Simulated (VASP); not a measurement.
# MnO2 (P4_2/mnm) in VASP: single point with PBE+U

Aim: the single point of MnO2 with PBE+U.

All numbers are computed with VASP 6.6.1; they aren't measurements. Logs are shortened: lines on timing, memory, paths and dates and some standing lists are left out, and cuts for length are marked.

### Step 1. The cell of the first run

Symmetry: P4_2/mnm, No. 136, tetragonal system. The conventional cell has a = 4.609 Å, b = 4.609 Å, c = 3.026 Å, α = 90.00°, β = 90.00°, γ = 90.00°. Mn (site symmetry mmm) has 6 O at 1.96 to 2.01 Å within 2.6 Å. O (site symmetry m2m) has 3 Mn at 1.96 to 2.01 Å and 1 O at 2.50 Å within 2.6 Å.

### Step 2. Single point, PBE+U, collinear spin, ferromagnetic start (10.71 Å³/atom)

INCAR

```
SYSTEM = MnO2
ALGO     = Normal         ! electronic algorithm
EDIFF    = 1E-6           ! SCF threshold, eV
ENCUT    = 520            ! plane-wave cutoff, eV
GGA      = PE             ! functional
ISIF     = 2              ! what is computed and relaxed
ISMEAR   = 0              ! smearing method
ISPIN    = 2              ! spin polarisation
LASPH    = .True.         ! aspherical terms in the spheres
LCHARG   = .True.         ! write CHGCAR
LDAU     = .True.         ! DFT+U
LDAUJ    = 0 0          
LDAUL    = 2 -1           ! shell
LDAUPRINT= 1            
LDAUTYPE = 2            
LDAUU    = 3.9 0          ! U, eV
LELF     = .True.         ! ELF
LMAXMIX  = 4              ! l up to which the mixer works
LORBIT   = 11             ! projections on sites
LREAL    = .False.        ! projectors in reciprocal space
LVHAR    = .True.       
LWAVE    = .False.        ! write WAVECAR
MAGMOM   = 3.05 3.05 0 0 0 0 ! initial moments
NBANDS   = 38             ! bands
NELM     = 150            ! most SCF steps
PREC     = Accurate       ! precision mode
SIGMA    = 0.1            ! smearing width, eV
```

KPOINTS

```
k-points
0
Gamma
  8 8 12
  0 0 0
```

POSCAR

```
MnO2
1.0
    4.6086905891      0.0000000000      0.0000000000
    0.0000000000      4.6086905891      0.0000000000
    0.0000000000      0.0000000000      3.0262872241
Mn O
2 4
Direct
    0.0000000000      0.0000000000      0.0000000000
    0.5000000000      0.5000000000      0.5000000000
    0.3078901593      0.3078901593      0.0000000000
    0.1921098407      0.8078901593      0.5000000000
    0.6921098407      0.6921098407      0.0000000000
    0.8078901593      0.1921098407      0.5000000000
```

Potentials or basis: VASP PAW PBE potentials, release 64 (Mn_pv, O).

Command:

```bash
$ cat potpaw_PBE.64/Mn_pv/POTCAR potpaw_PBE.64/O/POTCAR > POTCAR
$ mpirun -np 1 vasp_std > vasp.out
```

OUTCAR:

```text
SYSTEM = MnO2
   EDIFF = 1E-6
   ENCUT = 520
   GGA = PE
   ISIF = 2
   ISMEAR = 0
   ISPIN = 2
   LASPH = .True.
   LORBIT = 11
   LREAL = .False.
   NELM = 150
   PREC = Accurate

 ion  position               nearest neighbor table
   1  0.000  0.000  0.000-   4 1.96   6 1.96   4 1.96   6 1.96   5 2.01   3 2.01
   2  0.500  0.500  0.500-   3 1.96   5 1.96   3 1.96   5 1.96   4 2.01   6 2.01
   3  0.308  0.308  0.000-   2 1.96   2 1.96   1 2.01
   4  0.192  0.808  0.500-   1 1.96   1 1.96   2 2.01
   5  0.692  0.692  0.000-   2 1.96   2 1.96   1 2.01
   6  0.808  0.192  0.500-   1 1.96   1 1.96   2 2.01

  LATTYP: Found a simple tetragonal cell.
 ALAT       =     4.6086905891
 C/A-ratio  =     0.6566479493

  Lattice vectors:

 A1 = (   4.6086905891,   0.0000000000,   0.0000000000)
 A2 = (   0.0000000000,   4.6086905891,   0.0000000000)
 A3 = (   0.0000000000,   0.0000000000,   3.0262872241)

Analysis of symmetry for initial positions (statically):
=====================================================================
 Subroutine PRICEL returns:
 Original cell was already a primitive cell.

 Routine SETGRP: Setting up the symmetry group for a
 simple tetragonal supercell.

 Subroutine GETGRP returns: Found 16 space group operations
 (whereof  8 operations were pure point group operations)
 out of a pool of 16 trial point group operations.

The static configuration has the point symmetry D_2h.
 The point group associated with its full space group is D_4h.

Analysis of symmetry for dynamics (positions and initial velocities):
=====================================================================
 Subroutine PRICEL returns:
 Original cell was already a primitive cell.

 Routine SETGRP: Setting up the symmetry group for a
 simple tetragonal supercell.

 Subroutine GETGRP returns: Found 16 space group operations
 (whereof  8 operations were pure point group operations)
 out of a pool of 16 trial point group operations.

The dynamic configuration has the point symmetry D_2h.
 The point group associated with its full space group is D_4h.

Analysis of structural, dynamic, and magnetic symmetry:
=====================================================================
 Subroutine PRICEL returns:
 Original cell was already a primitive cell.

[... 221 lines left out ...]
  o =  0.9491  v = -0.5433 -0.0000  0.8396  0.0000  0.0000  0.0000  0.0000  0.0000  0.0000  0.0000      0.0000  0.0000  0.0000  0.0000  0.0000  0.0000  0.0000  0.0000  0.0000  0.0000
  o =  0.9590  v =  0.0000 -0.7071 -0.0000  0.7071 -0.0000  0.0000  0.0000  0.0000  0.0000  0.0000      0.0000  0.0000  0.0000  0.0000  0.0000  0.0000  0.0000  0.0000  0.0000  0.0000
  o =  0.9609  v =  0.0000 -0.0000 -0.0000  0.0000  1.0000  0.0000  0.0000  0.0000  0.0000  0.0000      0.0000  0.0000  0.0000  0.0000  0.0000  0.0000  0.0000  0.0000  0.0000  0.0000

 number of electron      50.0000033 magnetization       6.0512749

 Free energy of the ion-electron system (eV)
  ---------------------------------------------------
  ext. energy  EPLUGINS =         0.00000000
  ---------------------------------------------------
  free energy    TOTEN  =       -42.15597342 eV

  energy without entropy =      -42.14367809  energy(sigma->0) =      -42.14982576

 E-fermi :   3.2655     XC(G=0): -11.1901

 val. band max:        3.2646165374   @ k =   0.5000   0.5000   0.0833
 cond. band min:       3.2656140457   @ k =   0.1250   0.1250   0.1667
 fundamental gap:      0.0009975083
 Fermi energy:         3.2654999856

 spin component 1

 k-point     1 :       0.0000    0.0000    0.0000
  band No.  band energies     occupation
      1     -47.3445      1.00000
      2     -47.3408      1.00000
      3     -47.3249      1.00000
      4     -47.3249      1.00000
      5     -47.3025      1.00000
      6     -47.3025      1.00000
[... 1913 lines left out ...]
     36      16.0358      0.00000
     37      18.7710      0.00000

 [... further k-points ...]

 [bands above 37 left out]

------------------------ aborting loop because EDIFF is reached ----------------------------------------

  FORCE on cell =-STRESS in cart. coord.  units (eV):
  Direction    XX          YY          ZZ          XY          YZ          ZX
  --------------------------------------------------------------------------------------
  -------------------------------------------------------------------------------------
  Total       -4.6220255     -4.6220255     -4.8607843     -0.0000000      0.0000000      0.0000000
  in kB     -115.2066829   -115.2066829   -121.1578839     -0.0000000      0.0000000      0.0000000
  external PRESSURE =    -117.1904166 kB  Pullay stress =       0.0000000 kB

 VOLUME and BASIS-vectors are now :
 -----------------------------------------------------------------------------
  energy-cutoff  :      520.00
  volume of cell :       64.28
      direct lattice vectors                 reciprocal lattice vectors
     4.608690589  0.000000000  0.000000000     0.216981370  0.000000000  0.000000000
     0.000000000  4.608690589  0.000000000     0.000000000  0.216981370  0.000000000
     0.000000000  0.000000000  3.026287224     0.000000000  0.000000000  0.330437902

 POSITION                                       TOTAL-FORCE (eV/Angst)
 -----------------------------------------------------------------------------------
      0.00000      0.00000      0.00000         0.000000     -0.000000     -0.000000
      2.30435      2.30435      1.51314         0.000000     -0.000000     -0.000000
      1.41897      1.41897      0.00000        -0.009713     -0.009713     -0.000000
      0.88537      3.72332      1.51314         0.009713     -0.009713     -0.000000
      3.18972      3.18972      0.00000         0.009713      0.009713      0.000000
      3.72332      0.88537      1.51314        -0.009713      0.009713      0.000000
 -----------------------------------------------------------------------------------
    total drift:                               -0.000000      0.000000      0.000000

  FREE ENERGIE OF THE ION-ELECTRON SYSTEM (eV)
  ---------------------------------------------------
  free  energy   TOTEN  =       -42.1559734235 eV

  energy  without entropy=      -42.1436780912  energy(sigma->0) =      -42.14982576

 total charge

# of ion       s       p       d       tot
------------------------------------------
    1        0.303   6.356   4.729  11.389
    2        0.303   6.356   4.729  11.389
    3        1.570   3.394   0.000   4.964
    4        1.570   3.394   0.000   4.964
    5        1.570   3.394   0.000   4.964
    6        1.570   3.394   0.000   4.964
--------------------------------------------------
tot          6.888  26.289   9.459  42.636

 magnetization (x)

# of ion       s       p       d       tot
------------------------------------------
    1        0.025   0.029   3.360   3.414
    2        0.025   0.029   3.360   3.414
    3       -0.001  -0.203   0.000  -0.204
    4       -0.001  -0.203   0.000  -0.204
    5       -0.001  -0.203   0.000  -0.204
    6       -0.001  -0.203   0.000  -0.204
--------------------------------------------------
tot          0.046  -0.756   6.720   6.010
```

OSZICAR:

```text
N       E                     dE             d eps       ncg     rms          rms(c)
DAV:   1     0.619356184167E+03    0.61936E+03   -0.27167E+04 16192   0.153E+03
DAV:   2     0.253223505829E+01   -0.61682E+03   -0.56316E+03 16812   0.458E+02
DAV:   3    -0.556627725213E+02   -0.58195E+02   -0.57149E+02 17802   0.151E+02
[... 11 lines left out ...]
DAV:  15    -0.421559131879E+02   -0.27175E-03   -0.72199E-04 16946   0.174E-01    0.826E-02
DAV:  16    -0.421559696318E+02   -0.56444E-04   -0.15297E-04 17862   0.140E-01    0.537E-02
DAV:  17    -0.421559790055E+02   -0.93737E-05   -0.16668E-05 16862   0.405E-02    0.364E-02
DAV:  18    -0.421559732739E+02    0.57317E-05   -0.17229E-05 18632   0.482E-02    0.771E-03
DAV:  19    -0.421559734235E+02   -0.14967E-06   -0.25724E-06 12136   0.119E-02
   1 F= -.42155973E+02 E0= -.42149826E+02  d E =-.122953E-01  mag=     6.0512
```

Run time: 3.7 min. Hardware: 1 thread of Intel Xeon 6975P-C (Granite Rapids), shared host; peak memory 0.44 GiB.

What came out:

```yaml
Free_energy: -42.1560 eV
Pressure: -11.7 GPa
Largest_force: 0.014 eV/Å
Net_moment: 6.05 μB per cell
Site_moments: Mn +3.41; O -0.20 μB
Valence_electrons_inside_the_program's_atomic_spheres: Mn 11.39; O 4.96
```

Forces in eV/Å, atoms in the order of the input:
```
Mn   0.000  0.000  0.000
Mn   0.000  0.000  0.000
O   -0.010 -0.010  0.000
O    0.010 -0.010  0.000
O    0.010  0.010  0.000
O   -0.010  0.010  0.000
```

Levels at points of the mesh, in eV from the Fermi level:
Spin up:
```csv
k point,band 25,band 26,band 27,band 28,band 29,band 30,band 31,band 32
"(0.00, 0.00, 0.00)",-0.95,-0.74,-0.15,-0.15,0.32,2.41,2.41,2.68
"(0.50, 0.00, 0.00)",-1.24,-1.24,-0.39,-0.39,1.78,1.78,2.29,2.29
"(0.50, 0.50, 0.00)",-0.94,-0.94,0.02,0.02,0.69,0.69,2.37,2.37
"(0.00, 0.00, 0.50)",-0.91,-0.91,-0.17,-0.17,0.78,0.78,1.28,1.28
"(0.50, 0.00, 0.50)",-0.73,-0.73,-0.56,-0.56,-0.11,-0.11,2.76,2.76
"(0.50, 0.50, 0.50)",-0.37,-0.37,-0.21,-0.21,1.30,1.30,1.46,1.46
```
Spin down:
| k point | band 19 | band 20 | band 21 | band 22 | band 23 | band 24 | band 25 | band 26 |
| --- | --- | --- | --- | --- | --- | --- | --- | --- |
| (0.00, 0.00, 0.00) | -1.20 | -0.45 | -0.45 | 0.14 | 2.54 | 2.56 | 2.87 | 2.87 |
| (0.50, 0.00, 0.00) | -2.03 | -2.03 | -0.59 | -0.59 | 2.98 | 2.98 | 3.28 | 3.28 |
| (0.50, 0.50, 0.00) | -1.50 | -1.50 | -1.26 | -1.26 | 2.46 | 2.46 | 2.87 | 2.87 |
| (0.00, 0.00, 0.50) | -1.82 | -1.82 | -1.47 | -1.47 | 3.23 | 3.23 | 3.35 | 3.35 |
| (0.50, 0.00, 0.50) | -1.75 | -1.75 | -0.88 | -0.88 | 2.64 | 2.64 | 3.10 | 3.10 |
| (0.50, 0.50, 0.50) | -0.88 | -0.88 | -0.83 | -0.83 | 3.12 | 3.12 | 3.38 | 3.38 |

Eigenvalues of the final occupation matrices:
| site | spin | trace | eigenvalues |
| --- | --- | --- | --- |
| site 1 d | 1 | 4.06 | 0.59 0.60 0.95 0.96 0.96 |
| site 1 d | 2 | 0.70 | 0.05 0.08 0.08 0.23 0.26 |
| site 2 d | 1 | 4.06 | 0.59 0.60 0.95 0.96 0.96 |
| site 2 d | 2 | 0.70 | 0.05 0.08 0.08 0.23 0.26 |

Caveat: the cell stands under tension; only a ferromagnetic start was run, and an antiferromagnetic order may lie lower in energy. The state reached can hang on the start; a lower one may exist.
